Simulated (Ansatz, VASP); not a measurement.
## CdCo2: VASP beside Ansatz

```xyz
3
Lattice="3.5314 0.0000 0.0000 -1.7657 3.0583 0.0000 0.0000 0.0000 3.8130" Properties=species:S:1:pos:R:3 pbc="T T T"
Cd    0.0000    0.0000    0.0000
Co    0.0000    2.0389    1.9065
Co    1.7657    1.0194    1.9065
```

Alike in both runs: task single point; functional PBE; k mesh 6 × 6 × 6; occupations gaussian, width 0.1 eV; collinear spin.

```csv
,VASP,Ansatz
version,VASP 6.6.1,Ansatz 0.2.0
potentials or method,"VASP PAW PBE potentials, release 64 (Cd, Co), cutoff 520 eV","scalar-relativistic, plane waves, PAW"
valence electrons in the cell,30,54
```

Ansatz gave:

* gap on the k mesh at the Fermi level (eV): none
* pressure (GPa): 23.6
* traceless stress, the component that is largest in VASP (GPa): -15.50
* net moment per atom (μB): 0.72
* size of the moment on the site where the two differ most (μB): 1.09

Q: Which values does VASP return?

A: gap on the k mesh at the Fermi level (eV): none; pressure (GPa): 22.8; traceless stress, the component that is largest in VASP (GPa): -14.31; net moment per atom (μB): 0.72; size of the moment on the site where the two differ most (μB): 1.10.

Site moments also hang on the region over which each program counts them. A gap of «none» marks a metal or a gap that the smearing closes. VASP's potentials hold 30 valence electrons a cell and Ansatz's 54, so a difference there can come from the potentials and not from the codes.
